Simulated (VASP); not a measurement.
# WC (P-6m2) in VASP: further runs

WC is run at these levels: PBEsol; tasks: relaxation of cell and atoms.

Everything below comes from runs of VASP 6.6.1. Logs are shortened: lines on timing, memory, paths and dates and some standing lists are left out, and cuts for length are marked.

## Step 1: The cell of the first run

Symmetry: P-6m2, No. 187, hexagonal system. Conventional cell: a = 2.738 Å, b = 2.738 Å, c = 2.693 Å, α = 90.00°, β = 90.00°, γ = 120.00°. W (site symmetry -6m2) has 6 C at 2.08 Å and 8 W at 2.69 to 2.74 Å within 2.8 Å. C (site symmetry -6m2) has 6 W at 2.08 Å and 8 C at 2.69 to 2.74 Å within 2.8 Å.

## Step 2: Relaxation of cell and atoms, PBEsol, target pressure 90 GPa, at which the enthalpy is minimised

Contents of INCAR:

```
SYSTEM = WC
PREC     = Accurate       ! precision mode
ENCUT    = 600            ! plane-wave cutoff, eV
EDIFF    = 1E-6           ! SCF threshold, eV
ISMEAR   = 0              ! smearing method
SIGMA    = 0.1            ! smearing width, eV
LREAL    = .FALSE.        ! projectors in reciprocal space
LASPH    = .TRUE.         ! aspherical terms in the spheres
NELM     = 100            ! most SCF steps
ALGO     = Normal         ! electronic algorithm
ISIF     = 3              ! what is computed and relaxed
LWAVE    = .FALSE.        ! write WAVECAR
LCHARG   = .FALSE.        ! write CHGCAR
GGA      = PS             ! functional
IBRION   = 2              ! ionic algorithm
NSW      = 70             ! ionic steps
EDIFFG   = -0.008         ! ionic threshold
PSTRESS  = 900.0
```

Contents of KPOINTS:

```
regular mesh
0
G
  18 18 16
  0 0 0
```

Contents of POSCAR:

```
WC
1.0
    2.7378661086      0.0000000000      0.0000000000
   -1.3689330543      2.3710616022      0.0000000000
    0.0000000000      0.0000000000      2.6933072524
W C
1 1
Direct
    0.0000000000      0.0000000000      0.0000000000
    0.6666666667      0.3333333333      0.5000000000
```

Potentials or basis: VASP PAW PBE potentials, release 64 (W_sv, C).

Run with:

```bash
$ cat potpaw_PBE.64/W_sv/POTCAR potpaw_PBE.64/C/POTCAR > POTCAR
$ mpirun -np 1 vasp_std > vasp.out
```

OUTCAR:

```text
SYSTEM = WC
   PREC = Accurate
   ENCUT = 600
   EDIFF = 1E-6
   ISMEAR = 0
   LREAL = .FALSE.
   LASPH = .TRUE.
   NELM = 100
   ISIF = 3
   GGA = PS
   IBRION = 2
   NSW = 70
   EDIFFG = -0.008
   PSTRESS = 900.0

 ion  position               nearest neighbor table
   1  0.000  0.000  0.000-   2 2.08   2 2.08   2 2.08   2 2.08   2 2.08   2 2.08
   2  0.667  0.333  0.500-   1 2.08   1 2.08   1 2.08   1 2.08   1 2.08   1 2.08

  LATTYP: Found a hexagonal cell.
 ALAT       =     2.7378661086
 C/A-ratio  =     0.9837249689

  Lattice vectors:

 A1 = (   2.7378661086,   0.0000000000,   0.0000000000)
 A2 = (  -1.3689330543,   2.3710616022,   0.0000000000)
 A3 = (   0.0000000000,   0.0000000000,   2.6933072524)

Analysis of symmetry for initial positions (statically):
=====================================================================
 Subroutine PRICEL returns:
 Original cell was already a primitive cell.

 Routine SETGRP: Setting up the symmetry group for a
 hexagonal supercell.

 Subroutine GETGRP returns: Found 12 space group operations
 (whereof 12 operations were pure point group operations)
 out of a pool of 24 trial point group operations.

The static configuration has the point symmetry D_3h.

Analysis of symmetry for dynamics (positions and initial velocities):
=====================================================================
 Subroutine PRICEL returns:
 Original cell was already a primitive cell.

 Routine SETGRP: Setting up the symmetry group for a
 hexagonal supercell.

 Subroutine GETGRP returns: Found 12 space group operations
 (whereof 12 operations were pure point group operations)
 out of a pool of 24 trial point group operations.

The dynamic configuration has the point symmetry D_3h.

 Subroutine INISYM returns: Found 12 space group operations
 (whereof 12 operations are pure point group operations),
 and found     1 'primitive' translations

----------------------------------------------------------------------------------------

                                     Primitive cell

  volume of cell :      17.4840

  direct lattice vectors                    reciprocal lattice vectors
     2.737866109  0.000000000  0.000000000     0.365247956  0.210876006  0.000000000
    -1.368933054  2.371061602  0.000000000     0.000000000  0.421752011  0.000000000
     0.000000000  0.000000000  2.693307252     0.000000000  0.000000000  0.371290724

  length of vectors
[... 96 lines left out ...]
   EFERMI =   0.00;   METHOD = LEGACY
   ISMEAR =     0;   SIGMA  =   0.10  broadening in eV -4-tet -1-fermi 0-gaus
   EFERMI_NEDOS =   21; number of points for ismear=-14 and -15
   IALGO  =     38    algorithm
   IMIX   =      4    mixing-type and parameters
     AMIX     =   0.40;   BMIX     =  1.00
     AMIX_MAG =   1.60;   BMIX_MAG =  1.00
  volume/ion in A,a.u.               =       8.74        58.99
  Fermi-wavevector in a.u.,A,eV,Ry     =   1.653048  3.123807 37.178821  2.732566
  Thomas-Fermi vector in A             =   2.741553
   LORBIT       =      0    0 simple, 1 ext, 2 COOP (PROOUT), +10 PAW based schemes
   GGA     = PS    functional components
   LHFCALC =     F    Hartree Fock is set to
   AEXX    =    0.0000 exact exchange contribution
   IVDW    =     0    specifies the selected vdW correction
   LEPSILON=     F    determine dielectric tensor
   LRPA    =     F    only Hartree local field effects (RPA)
 conjugate gradient relaxation of ions
 non-spin polarized calculation
 Gauss-broadening in eV      SIGMA  =   0.10
  energy-cutoff  :      600.00
  volume of cell :       17.48
 maximum number of plane-waves:       611
 NGX is ok and might be reduce to    24
   NGX = 11   NGY = 11   NGZ = 11

--------------------------------------- Ionic step        1  -------------------------------------------

 number of electron      18.0000000 magnetization

 Free energy of the ion-electron system (eV)
  ---------------------------------------------------
  ext. energy  EPLUGINS =         0.00000000
  ---------------------------------------------------
  free energy    TOTEN  =       -23.08325066 eV

  energy without entropy =      -23.08167994  energy(sigma->0) =      -23.08246530

------------------------ aborting loop because EDIFF is reached ----------------------------------------

  FORCE on cell =-STRESS in cart. coord.  units (eV):
  Direction    XX          YY          ZZ          XY          YZ          ZX
  --------------------------------------------------------------------------------------
  -------------------------------------------------------------------------------------
  Total       10.2529816     10.2529816     10.8415760      0.0000000     -0.0000000      0.0000000
  in kB      939.5498287    939.5498287    993.4866981      0.0000000     -0.0000000      0.0000000
  external PRESSURE =      57.5287851 kB  Pullay stress =     900.0000000 kB
[... 291 lines left out ...]
--------------------------------------- Ionic step        9  -------------------------------------------

 number of electron      17.9999999 magnetization

 Free energy of the ion-electron system (eV)
  ---------------------------------------------------
  ext. energy  EPLUGINS =         0.00000000
  ---------------------------------------------------
  free energy    TOTEN  =       -23.15714164 eV

  energy without entropy =      -23.15546172  energy(sigma->0) =      -23.15630168

 E-fermi :  13.4891     XC(G=0): -14.8605

 val. band max:       13.4868722502   @ k =   0.0000   0.0000   0.0000
 cond. band min:      13.4963966968   @ k =   0.1111   0.0556   0.4375
 fundamental gap:      0.0095244466
 Fermi energy:        13.4890852106

 k-point     1 :       0.0000    0.0000    0.0000
  band No.  band energies     occupation
      1     -60.1885      2.00000
      2     -24.1998      2.00000
      3     -23.9499      2.00000
      4     -23.9499      2.00000
      5      -2.2734      2.00000
      6       8.0368      2.00000
      7       9.4420      2.00000
      8       9.4420      2.00000
      9      13.4869      1.02497
     10      17.4586      0.00000
     11      17.4586      0.00000
     12      19.9901      0.00000
     13      19.9901      0.00000
[... 354 lines left out ...]
  band No.  band energies     occupation
      1     -60.0566      2.00000
      2     -25.3554      2.00000
      3     -24.4008      2.00000
      4     -23.9781      2.00000
      5       1.7521      2.00000
      6       5.7810      2.00000
      7       8.9959      2.00000
      8       9.0898      2.00000
      9      12.9111      2.00000
     10      15.4968      0.00000
     11      17.7861      0.00000
     12      19.5702      0.00000
     13      22.2347      0.00000

 [... further k-points ...]
[... 5 lines left out ...]
  --------------------------------------------------------------------------------------
  -------------------------------------------------------------------------------------
  Total        9.8892707      9.8892707      9.8820089      0.0000000      0.0000000      0.0000000
  in kB      899.7393379    899.7393379    899.0786502      0.0000000      0.0000000      0.0000000
  external PRESSURE =      -0.4808914 kB  Pullay stress =     900.0000000 kB
[... 21 lines left out ...]
  energy  without entropy=      -23.1554617234  energy(sigma->0) =      -23.15630168

  enthalpy is  TOTEN    =       -13.2650058980 eV   P V=        9.8921357446

 reached required accuracy - stopping structural energy minimisation
```

OSZICAR:

```text
N       E                     dE             d eps       ncg     rms          rms(c)
DAV:   1     0.120575116572E+03    0.12058E+03   -0.10768E+04  8682   0.175E+03
DAV:   2    -0.219006824784E+02   -0.14248E+03   -0.13844E+03  9798   0.416E+02
DAV:   3    -0.259607313584E+02   -0.40600E+01   -0.40266E+01 10291   0.639E+01
DAV:   4    -0.259929628087E+02   -0.32231E-01   -0.32218E-01  9443   0.606E+00
[... 62 lines left out ...]
       N       E                     dE             d eps       ncg     rms          rms(c)
DAV:   1    -0.231571980530E+02    0.62185E-02   -0.14886E-03  9023   0.603E-01    0.139E-01
DAV:   2    -0.231571499847E+02    0.48068E-04   -0.12265E-04  9028   0.150E-01    0.310E-02
DAV:   3    -0.231571425831E+02    0.74016E-05   -0.12043E-05  9563   0.375E-02    0.725E-03
DAV:   4    -0.231571416426E+02    0.94052E-06   -0.26388E-06  8090   0.189E-02
   9 F= -.13265006E+02 E0= -.13264166E+02  d E =-.116171E-05
```

CONTCAR:

```text
WC
   1.00000000000000
     2.7401656763973601    0.0000000000000000    0.0000000000000000
    -1.3700828381986800    2.3730530863272068    0.0000000000000000
    -0.0000000000000000   -0.0000000000000000    2.7081571650971856
  W               C
     1     1
Direct
     0.0000000000000000    1.0000000000000000    0.0000000000000000
     0.6666666667000030    0.3333333332999970    0.5000000000000000

  0.00000000E+00  0.00000000E+00  0.00000000E+00
  0.00000000E+00  0.00000000E+00  0.00000000E+00
```

Wall time 2.3 min (1 thread of AMD EPYC 9R45 (Zen 5), shared host); peak memory 0.2 GiB.

Results:

| Quantity | Value |
| --- | --- |
| Free energy | -23.1571 eV |
| Relaxed volume | 8.80 Å³/atom |
| Relaxed cell | a = 2.740 Å, b = 2.740 Å, c = 2.708 Å, α = 90.00°, β = 90.00°, γ = 120.00° |
| Space group after relaxing (to 0.1 Å) | P-6m2 (No. 187) |
| Energy change on relaxing (the run minimises the enthalpy) | -36.9 meV/atom |
| Ionic steps | 9 |
| Pressure after relaxing | 90.0 GPa |
| Band gap on the k mesh | zero (bands 9 and 10 overlap by 1.59 eV) |

The path:
```tsv
step	energy change (eV)	largest force (eV/Å)	pressure (GPa)	volume (Å³)
1	0.0000	0.0000	95.75	17.48
2	-0.3920	0.0000	62.84	18.29
3	-0.0828	0.0000	89.39	17.63
4	-0.0809	0.0000	89.50	17.62
5	-0.0793	0.0000	89.63	17.62
6	-0.0616	0.0000	90.78	17.59
7	-0.0720	0.0000	90.15	17.61
8	-0.0802	0.0000	89.51	17.62
9	-0.0739	0.0000	89.95	17.61
```

Final structure:
```cif
data_structure
_symmetry_space_group_name_H-M 'P 1'
_symmetry_Int_Tables_number 1
_cell_length_a 2.7402
_cell_length_b 2.7402
_cell_length_c 2.7082
_cell_angle_alpha 90.000
_cell_angle_beta 90.000
_cell_angle_gamma 120.000
_cell_volume 17.61
loop_
_atom_site_label
_atom_site_type_symbol
_atom_site_fract_x
_atom_site_fract_y
_atom_site_fract_z
_atom_site_occupancy
W1 W 0.00000 0.00000 0.00000 1
C1 C 0.66667 0.33333 0.50000 1
```

Levels at points of the mesh, in eV from the Fermi level:
| k point | band 7 | band 8 | band 9 | band 10 | band 11 | band 12 |
| --- | --- | --- | --- | --- | --- | --- |
| (0.00, 0.00, 0.00) | -4.05 | -4.05 | 0.00 | 3.97 | 3.97 | 6.50 |
| (0.50, 0.00, 0.00) | -4.63 | -4.49 | -0.47 | 2.75 | 5.67 | 6.21 |
| (0.00, 0.00, 0.50) | -2.41 | -2.41 | -0.90 | -0.90 | 4.07 | 4.97 |
| (0.50, 0.00, 0.50) | -5.21 | -4.59 | 0.67 | 5.65 | 6.57 | 8.13 |

Caveat: the cell is relaxed towards a set pressure, so the run minimises the enthalpy, not the energy; the PAW data sets were made with another functional, which shifts forces and pressure a little; spin-orbit coupling is left out, which moves the levels of the heavy elements.

## Step 3: Relaxation of cell and atoms, PBEsol, target pressure 12 GPa, at which the enthalpy is minimised

This run uses another cell than the first one, of 10.00 Å³/atom.

Contents of INCAR:

```
SYSTEM = WC
PREC = Accurate
ENCUT = 600
EDIFF = 1E-6
ISMEAR = 0
SIGMA = 0.1
LREAL = .FALSE.
LASPH = .TRUE.
NELM = 80
ALGO = Normal
ISIF = 3
LWAVE = .FALSE.
LCHARG = .FALSE.
GGA = PS
IBRION = 2
NSW = 70
EDIFFG = -0.008
PSTRESS = 120.0
```

Contents of KPOINTS:

```
regular mesh
0
G
  18 18 14
  0 0 0
```

Contents of POSCAR:

```
WC
1.0
    2.8705168498      0.0000000000      0.0000000000
   -1.4352584249      2.4859405139      0.0000000000
    0.0000000000      0.0000000000      2.8029158613
W C
1 1
Direct
    0.0000000000      0.0000000000      0.0000000000
    0.6666666667      0.3333333333      0.5000000000
```

Potentials or basis: VASP PAW PBE potentials, release 64 (W_sv, C).

Run with:

```bash
$ cat potpaw_PBE.64/W_sv/POTCAR potpaw_PBE.64/C/POTCAR > POTCAR
$ mpirun -np 1 vasp_std > vasp.out
```

Run time: 80 s. Hardware: 1 thread of AMD EPYC 9R45 (Zen 5), shared host; peak memory 0.2 GiB.

Results (log left out):

```yaml
Free_energy: -23.8804 eV
Relaxed_volume: 10.03 Å³/atom
Relaxed_cell: a = 2.872 Å, b = 2.872 Å, c = 2.809 Å, α = 90.00°, β = 90.00°, γ = 120.00°
Space_group_after_relaxing_to_0.1_Å: P-6m2 (No. 187)
Energy_change_on_relaxing_the_run_minimises_the_enthalpy: -2.7 meV/atom
Ionic_steps: 5
Pressure_after_relaxing: 12.0 GPa
Band_gap_on_the_k_mesh: zero (bands 9 and 10 overlap by 1.29 eV)
```

Step by step:
```tsv
step	energy change (eV)	largest force (eV/Å)	pressure (GPa)	volume (Å³)
1	0.0000	0.0000	13.61	20.00
2	-0.0182	0.0000	6.82	20.29
3	-0.0058	0.0000	11.90	20.07
4	-0.0050	0.0000	12.08	20.06
5	-0.0054	0.0000	11.99	20.07
```

Final structure:
```yaml
crystal:
  lattice:
    - [2.87202, 0.00000, 0.00000]
    - [-1.43601, 2.48724, 0.00000]
    - [0.00000, 0.00000, 2.80927]
  atoms:
    - { symbol: W, position: [0.00000, 0.00000, 0.00000] }
    - { symbol: C, position: [0.66667, 0.33333, 0.50000] }
```

Levels at points of the mesh, in eV from the Fermi level:
```
           k point  band 7  band 8  band 9  band 10  band 11  band 12
(0.00, 0.00, 0.00)   -3.46   -3.46    0.10     3.37     3.37     5.83
(0.50, 0.00, 0.00)   -3.80   -3.76   -0.44     2.42     4.75     5.16
(0.00, 0.00, 0.50)   -2.08   -2.08   -0.65    -0.65     3.79     4.62
(0.50, 0.00, 0.50)   -4.48   -4.27    0.35     4.67     5.57     6.97
```

Caveat: the cell is relaxed towards a set pressure, so the run minimises the enthalpy, not the energy; the PAW data sets were made with another functional, which shifts forces and pressure a little; spin-orbit coupling is left out, which moves the levels of the heavy elements.

(Part 1 of 2 ends here.)

The gap in the log of VASP goes by the Fermi energy; the results here count the filled bands.